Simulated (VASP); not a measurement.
# GaP (F-43m) in VASP: further runs

Runs on GaP. Level: LDA. Tasks: single point.

Everything below comes from runs of VASP 6.6.1. Logs are shortened: lines on timing, memory, paths and dates and some standing lists are left out, and cuts for length are marked.

**What was measured.**

“Stacking defects in GaP nanowires: Electronic structure and optical properties”, 2018, arxiv:1810.01194 quotes, for a bulk crystal of GaP at 10 K: band gap 2.34 eV (indirect).

How close the calculation comes is told below.

### 1 The cell of the first run

Symmetry: F-43m, No. 216, cubic system. Conventional cell: a = 5.339 Å, b = 5.339 Å, c = 5.339 Å, α = 90.00°, β = 90.00°, γ = 90.00°. Within 3.1 Å of Ga (site symmetry -43m) lie 4 P at 2.31 Å. Within 3.1 Å of P (site symmetry -43m) lie 4 Ga at 2.31 Å.

### 2 Single point, LDA

INCAR

```
SYSTEM = GaP
PREC = Accurate
ENCUT = 520
EDIFF = 1E-6
ISMEAR = 0
SIGMA = 0.01
LREAL = .FALSE.
LASPH = .TRUE.
NELM = 80
ALGO = Normal
ISIF = 2
LWAVE = .FALSE.
LCHARG = .FALSE.
GGA = CA
NBANDS = 16
```

KPOINTS

```
regular mesh
0
G
  6 6 6
  0 0 0
```

POSCAR

```
GaP
1.0
    0.0000000000      2.6696170428      2.6696170428
    2.6696170428      0.0000000000      2.6696170428
    2.6696170428      2.6696170428      0.0000000000
Ga P
1 1
Direct
    0.0000000000      0.0000000000      0.0000000000
    0.2500000000      0.2500000000      0.2500000000
```

Potentials or basis: VASP PAW LDA potentials, release 64 (Ga_d, P).

Run with:

```console
$ cat potpaw_LDA.64/Ga_d/POTCAR potpaw_LDA.64/P/POTCAR > POTCAR
$ mpirun -np 1 vasp_std > vasp.out
```

OUTCAR:

```text
SYSTEM = GaP
   PREC = Accurate
   ENCUT = 520
   EDIFF = 1E-6
   ISMEAR = 0
   LREAL = .FALSE.
   LASPH = .TRUE.
   NELM = 80
   ISIF = 2
   GGA = CA

 ion  position               nearest neighbor table
   1  0.000  0.000  0.000-   2 2.31   2 2.31   2 2.31   2 2.31
   2  0.250  0.250  0.250-   1 2.31   1 2.31   1 2.31   1 2.31

  LATTYP: Found a face centered cubic cell.
 ALAT       =     5.3392340856

  Lattice vectors:

 A1 = (   0.0000000000,   2.6696170428,   2.6696170428)
 A2 = (   2.6696170428,   0.0000000000,   2.6696170428)
 A3 = (   2.6696170428,   2.6696170428,   0.0000000000)

Analysis of symmetry for initial positions (statically):
=====================================================================
 Subroutine PRICEL returns:
 Original cell was already a primitive cell.

 Routine SETGRP: Setting up the symmetry group for a
 face centered cubic supercell.

 Subroutine GETGRP returns: Found 24 space group operations
 (whereof 24 operations were pure point group operations)
 out of a pool of 48 trial point group operations.

The static configuration has the point symmetry T_d .

Analysis of symmetry for dynamics (positions and initial velocities):
=====================================================================
 Subroutine PRICEL returns:
 Original cell was already a primitive cell.

 Routine SETGRP: Setting up the symmetry group for a
 face centered cubic supercell.

 Subroutine GETGRP returns: Found 24 space group operations
 (whereof 24 operations were pure point group operations)
 out of a pool of 48 trial point group operations.

The dynamic configuration has the point symmetry T_d .

 Subroutine INISYM returns: Found 24 space group operations
 (whereof 24 operations are pure point group operations),
 and found     1 'primitive' translations

----------------------------------------------------------------------------------------

                                     Primitive cell

  volume of cell :      38.0519

  direct lattice vectors                    reciprocal lattice vectors
     0.000000000  2.669617043  2.669617043    -0.187292781  0.187292781  0.187292781
     2.669617043  0.000000000  2.669617043     0.187292781 -0.187292781  0.187292781
     2.669617043  2.669617043  0.000000000     0.187292781  0.187292781 -0.187292781

  length of vectors
     3.775408628  3.775408628  3.775408628     0.324400612  0.324400612  0.324400612

  position of ions in fractional coordinates (direct lattice)
     0.000000000  0.000000000  0.000000000
     0.250000000  0.250000000  0.250000000

  ion indices of the primitive-cell ions
   primitive index   ion index
                 1           1
                 2           2

----------------------------------------------------------------------------------------

 KPOINTS: regular mesh

Automatic generation of k-mesh.
 Grid dimensions read from file:
 generate k-points for:    6    6    6

 Generating k-lattice:

  Cartesian coordinates                     Fractional coordinates (reciprocal lattice)
    -0.031215463  0.031215463  0.031215463     0.166666667  0.000000000  0.000000000
     0.031215463 -0.031215463  0.031215463     0.000000000  0.166666667  0.000000000
     0.031215463  0.031215463 -0.031215463     0.000000000  0.000000000  0.166666667

  Length of vectors
     0.054066769  0.054066769  0.054066769

  Shift w.r.t. Gamma in fractional coordinates (k-lattice)
     0.000000000  0.000000000  0.000000000

 Subroutine IBZKPT returns following result:
 ===========================================

 Found     16 irreducible k-points:

 Following reciprocal coordinates:
            Coordinates               Weight
  0.000000  0.000000  0.000000      1.000000
  0.166667  0.000000  0.000000      8.000000
  0.333333  0.000000  0.000000      8.000000
  0.500000  0.000000  0.000000      4.000000
  0.166667  0.166667  0.000000      6.000000
  0.333333  0.166667  0.000000     24.000000
[... 8 lines left out ...]
 -0.333333  0.333333  0.166667     24.000000
 -0.333333  0.500000  0.166667     12.000000
   k-points           NKPTS =     16   k-points in BZ     NKDIM =     16   number of bands    NBANDS=     16
   number of dos      NEDOS =    301   number of ions     NIONS =      2
   total plane-waves  NPLWV =  21952
   dimension x,y,z NGX =    28 NGY =   28 NGZ =   28
   dimension x,y,z NGXF=    56 NGYF=   56 NGZF=   56
   ions per type =               1   1
   NGX,Y,Z   is equivalent  to a cutoff of  12.33, 12.33, 12.33 a.u.
   NGXF,Y,Z  is equivalent  to a cutoff of  24.66, 24.66, 24.66 a.u.
 SYSTEM =  GaP
   PREC   = accura    normal or accurate (medium, high low for compatibility)
   ISTART =      0    job   : 0-new  1-cont  2-samecut
   ICHARG =      2    charge: 1-file 2-atom 10-const
   ISPIN  =      1    spin polarized calculation?
   LNONCOLLINEAR =      F non collinear calculations
   LSORBIT =      F    spin-orbit coupling
   LASPH  =      T    aspherical Exc in radial PAW
   ENCUT  =  520.0 eV  38.22 Ry    6.18 a.u.   7.02  7.02  7.02*2*pi/ulx,y,z
   NELM   =     80;   NELMIN=  2; NELMDL= -5     # of ELM steps
   EDIFF  = 0.1E-05   stopping-criterion for ELM
   LREAL  =      F    real-space projection
   EDIFFG = 0.1E-04   stopping-criterion for IOM
   NSW    =      0    number of steps for IOM
   IBRION =     -1    ionic relax: 0-MD 1-quasi-New 2-CG
   NFREE  =      0    steps in history (QN), initial steepest desc. (CG)
   ISIF   =      2    stress and relaxation
   ISYM   =      2    0-nonsym 1-usesym 2-fastsym
   POTIM  = 0.5000    time-step for ionic-motion
   TEBEG  =    0.0;   TEEND  =   0.0 temperature during run
   PSTRESS=    0.0 pullay stress
   NELECT =      18.0000    total number of electrons
   NUPDOWN=      -1.0000    fix difference up-down
   EMIN   =  10.00;   EMAX   =-10.00  energy-range for DOS
   EFERMI =   0.00;   METHOD = LEGACY
   ISMEAR =     0;   SIGMA  =   0.01  broadening in eV -4-tet -1-fermi 0-gaus
   EFERMI_NEDOS =   21; number of points for ismear=-14 and -15
   IALGO  =     38    algorithm
   IMIX   =      4    mixing-type and parameters
     AMIX     =   0.40;   BMIX     =  1.00
     AMIX_MAG =   1.60;   BMIX_MAG =  1.00
  volume/ion in A,a.u.               =      19.03       128.39
  Fermi-wavevector in a.u.,A,eV,Ry     =   1.275577  2.410491 22.137997  1.627097
  Thomas-Fermi vector in A             =   2.408281
   LORBIT       =      0    0 simple, 1 ext, 2 COOP (PROOUT), +10 PAW based schemes
   GGA     = CA    functional components
   LHFCALC =     F    Hartree Fock is set to
   AEXX    =    0.0000 exact exchange contribution
   IVDW    =     0    specifies the selected vdW correction
   LEPSILON=     F    determine dielectric tensor
   LRPA    =     F    only Hartree local field effects (RPA)
 non-spin polarized calculation
 Gauss-broadening in eV      SIGMA  =   0.01
  energy-cutoff  :      520.00
  volume of cell :       38.05
 maximum number of plane-waves:      1034
   NGX = 13   NGY = 13   NGZ = 13

 number of electron      17.9999984 magnetization

 Free energy of the ion-electron system (eV)
  ---------------------------------------------------
  ext. energy  EPLUGINS =         0.00000000
  ---------------------------------------------------
  free energy    TOTEN  =       -10.42442010 eV

  energy without entropy =      -10.42442010  energy(sigma->0) =      -10.42442010

 E-fermi :   5.2435     XC(G=0): -10.4408

 val. band max:        5.1714481694   @ k =   0.0000   0.0000   0.0000
 cond. band min:       6.5327662594   @ k =   0.5000   0.5000   0.0000
 fundamental gap:      1.3613180899
 Fermi energy:         5.2435354259

 k-point     1 :       0.0000    0.0000    0.0000
  band No.  band energies     occupation
      1      -9.6631      2.00000
      2      -9.6631      2.00000
      3      -9.6631      2.00000
      4      -9.5452      2.00000
      5      -9.5452      2.00000
      6      -7.8226      2.00000
[... 8 lines left out ...]
     15      15.0516      0.00000
     16      15.0516      0.00000

 k-point     2 :       0.1667    0.0000    0.0000
  band No.  band energies     occupation
      1      -9.6910      2.00000
      2      -9.6537      2.00000
      3      -9.6537      2.00000
      4      -9.5451      2.00000
      5      -9.5451      2.00000
      6      -7.4364      2.00000
[... 8 lines left out ...]
     15      14.1371      0.00000
     16      15.2230      0.00000

 k-point     3 :       0.3333    0.0000    0.0000
  band No.  band energies     occupation
      1      -9.7386      2.00000
      2      -9.6387      2.00000
      3      -9.6387      2.00000
      4      -9.5409      2.00000
      5      -9.5409      2.00000
      6      -6.3989      2.00000
[... 8 lines left out ...]
     15      14.8714      0.00000
     16      14.8714      0.00000

 k-point     4 :       0.5000    0.0000    0.0000
  band No.  band energies     occupation
      1      -9.7597      2.00000
      2      -9.6337      2.00000
      3      -9.6337      2.00000
      4      -9.5362      2.00000
      5      -9.5362      2.00000
      6      -5.5274      2.00000
[... 8 lines left out ...]
     15      17.0331      0.00000
     16      17.0331      0.00000
[... 172 lines left out ...]
 k-point    14 :       0.5000    0.3333    0.1667
  band No.  band energies     occupation
      1      -9.7636      2.00000
      2      -9.6223      2.00000
      3      -9.6085      2.00000
      4      -9.5634      2.00000
      5      -9.5321      2.00000
      6      -5.5449      2.00000
[... 8 lines left out ...]
     15      17.2357      0.00000
     16      18.7508      0.00000

 k-point    15 :      -0.3333    0.3333    0.1667
  band No.  band energies     occupation
      1      -9.7700      2.00000
      2      -9.6225      2.00000
      3      -9.6005      2.00000
      4      -9.5592      2.00000
      5      -9.5361      2.00000
      6      -4.7867      2.00000
[... 8 lines left out ...]
     15      17.9128      0.00000
     16      18.2192      0.00000

 k-point    16 :      -0.3333    0.5000    0.1667
  band No.  band energies     occupation
      1      -9.7823      2.00000
      2      -9.6085      2.00000
      3      -9.5919      2.00000
      4      -9.5708      2.00000
      5      -9.5294      2.00000
      6      -4.4326      2.00000
[... 8 lines left out ...]
     15      17.3118      0.00000
     16      19.1312      0.00000

------------------------ aborting loop because EDIFF is reached ----------------------------------------

  FORCE on cell =-STRESS in cart. coord.  units (eV):
  Direction    XX          YY          ZZ          XY          YZ          ZX
  --------------------------------------------------------------------------------------
  -------------------------------------------------------------------------------------
  Total        0.6949554      0.6949554      0.6949554      0.0000000      0.0000000      0.0000000
  in kB       29.2610971     29.2610971     29.2610971      0.0000000      0.0000000      0.0000000
  external PRESSURE =      29.2610971 kB  Pullay stress =       0.0000000 kB

 VOLUME and BASIS-vectors are now :
 -----------------------------------------------------------------------------
  energy-cutoff  :      520.00
  volume of cell :       38.05
      direct lattice vectors                 reciprocal lattice vectors
     0.000000000  2.669617043  2.669617043    -0.187292781  0.187292781  0.187292781
     2.669617043  0.000000000  2.669617043     0.187292781 -0.187292781  0.187292781
     2.669617043  2.669617043  0.000000000     0.187292781  0.187292781 -0.187292781

 POSITION                                       TOTAL-FORCE (eV/Angst)
 -----------------------------------------------------------------------------------
      0.00000      0.00000      0.00000         0.000000      0.000000      0.000000
      1.33481      1.33481      1.33481        -0.000000     -0.000000     -0.000000
 -----------------------------------------------------------------------------------
    total drift:                                0.000001      0.000001      0.000000

  FREE ENERGIE OF THE ION-ELECTRON SYSTEM (eV)
  ---------------------------------------------------
  free  energy   TOTEN  =       -10.4244201009 eV

  energy  without entropy=      -10.4244201009  energy(sigma->0) =      -10.42442010
```

It took 9.4 s on 1 thread of Intel Xeon Platinum 8488C (Sapphire Rapids), shared host; peak memory 0.14 GiB.

What came out:

```
Free energy            : -10.4244 eV
Pressure               : 2.9 GPa
Band gap on the k mesh : 1.36 eV, indirect (least direct gap 2.15 eV)
```

### 3 Single point, LDA

This run uses another cell than the first one, of 19.43 Å³/atom, 1.021 times its volume.

INCAR

```
  PREC = Accurate
  ENCUT = 520
  EDIFF = 1E-6
  ISMEAR = 0
  SIGMA = 0.01
  LREAL = F
  LASPH = T
  NELM = 100
  ALGO = Normal
  ISIF = 2
  LWAVE = F
  LCHARG = F
  GGA = CA
  NBANDS = 16
```

KPOINTS

```
Automatic mesh
0
Gamma
  6 6 6
```

POSCAR

```
GaP
1.0
    0.0000000000      2.6884177822      2.6884177822
    2.6884177822      0.0000000000      2.6884177822
    2.6884177822      2.6884177822      0.0000000000
Ga P
1 1
Direct
    0.0000000000      0.0000000000      0.0000000000
    0.2500000000      0.2500000000      0.2500000000
```

Potentials or basis: VASP PAW LDA potentials, release 64 (Ga_d, P).

Run with:

```console
$ cat potpaw_LDA.64/Ga_d/POTCAR potpaw_LDA.64/P/POTCAR > POTCAR
$ mpirun -np 1 vasp_std > vasp.out
```

Run time: 7.9 s. Hardware: 1 thread of Intel Xeon Platinum 8488C (Sapphire Rapids), shared host; peak memory 0.14 GiB.

The run converged. Its results:

```yaml
Free_energy: -10.4342 eV
Pressure: 0.9 GPa
Band_gap_on_the_k_mesh: 1.41 eV, indirect (least direct gap 1.98 eV)
```

Levels at points of the mesh, in eV from the valence-band top:
| k point | band 5 | band 6 | band 7 | band 8 | band 9 | band 10 | band 11 | band 12 | band 13 | band 14 |
| --- | --- | --- | --- | --- | --- | --- | --- | --- | --- | --- |
| (0.00, 0.00, 0.00) | -14.68 | -12.83 | 0.00 | 0.00 | 0.00 | 1.98 | 3.78 | 3.78 | 3.78 | 8.67 |
| (0.50, 0.00, 0.00) | -14.67 | -10.60 | -6.95 | -1.19 | -1.19 | 1.64 | 4.62 | 4.62 | 8.12 | 10.94 |
| (0.50, 0.50, 0.00) | -14.65 | -9.63 | -7.04 | -2.86 | -2.86 | 1.41 | 1.64 | 10.76 | 10.76 | 11.35 |

### 4 How close it comes

Step 2. Against the measured gap of GaP, 2.34 eV (indirect; 10 K; quoted in “Stacking defects in GaP nanowires: Electronic structure and optical properties”, 2018, arxiv:1810.01194), the calculated 1.36 eV is off by -0.98 eV. Spin-orbit coupling on Ga is left out. The value is that of LDA on a finite k mesh, which can miss the band edges, without temperature or zero-point motion. Semilocal functionals fall short of measured gaps as a rule.

Step 3. Against the measured gap of GaP, 2.34 eV (indirect; 10 K; quoted in “Stacking defects in GaP nanowires: Electronic structure and optical properties”, 2018, arxiv:1810.01194), the calculated 1.41 eV is off by -0.93 eV. Spin-orbit coupling on Ga is left out. The value is that of LDA on a finite k mesh, which can miss the band edges, without temperature or zero-point motion. Semilocal functionals fall short of measured gaps as a rule.
